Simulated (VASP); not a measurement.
Input of a VASP 6.6.1 run:

Contents of INCAR:

```
ALGO     = Normal         # electronic algorithm
EDIFF    = 1E-6           # SCF threshold, eV
ENCUT    = 520            # plane-wave cutoff, eV
GGA      = PE             # functional
ISIF     = 2              # what is computed and relaxed
ISMEAR   = 0              # smearing method
LASPH    = True           # aspherical terms in the spheres
LCHARG   = False          # write CHGCAR
LREAL    = False          # projectors in reciprocal space
LWAVE    = False          # write WAVECAR
NBANDS   = 15             # bands
NELM     = 100            # most SCF steps
PREC     = Accurate       # precision mode
SIGMA    = 0.15           # smearing width, eV
```

Contents of KPOINTS:

```
k-points
0
Gamma
  18 18 18
```

The input POSCAR:

```
ZrC
1.0
    0.0000000000      2.4442184000      2.2562016000
    2.4442184000      0.0000000000      2.2562016000
    2.4442184000      2.4442184000      0.0000000000
Zr C
1 1
Direct
    0.5000000000      0.5000000000      0.5000000000
    0.0000000000      0.0000000000      0.0000000000
```

Potentials or basis: VASP PAW PBE potentials, release 64 (Zr_sv, C).

The run is started by

```bash
$ cat potpaw_PBE.64/Zr_sv/POTCAR potpaw_PBE.64/C/POTCAR > POTCAR
$ mpirun -np 1 vasp_std > vasp.out
```

Problem. What does it give for the band gap on the k mesh?

Solution. Zero (bands 8 and 9 overlap by 1.57 eV).

Problem. Predict the pressure.

Solution. -4.0 GPa.

Stress tensor (GPa, compression positive):
```
-13.33   0.00   0.00
  0.00 -13.33   0.00
  0.00   0.00  14.80
```

Caveat: the cell differs from its parent crystal (strain +0.040 along x and y, -0.040 along z); the cell stands under tension.
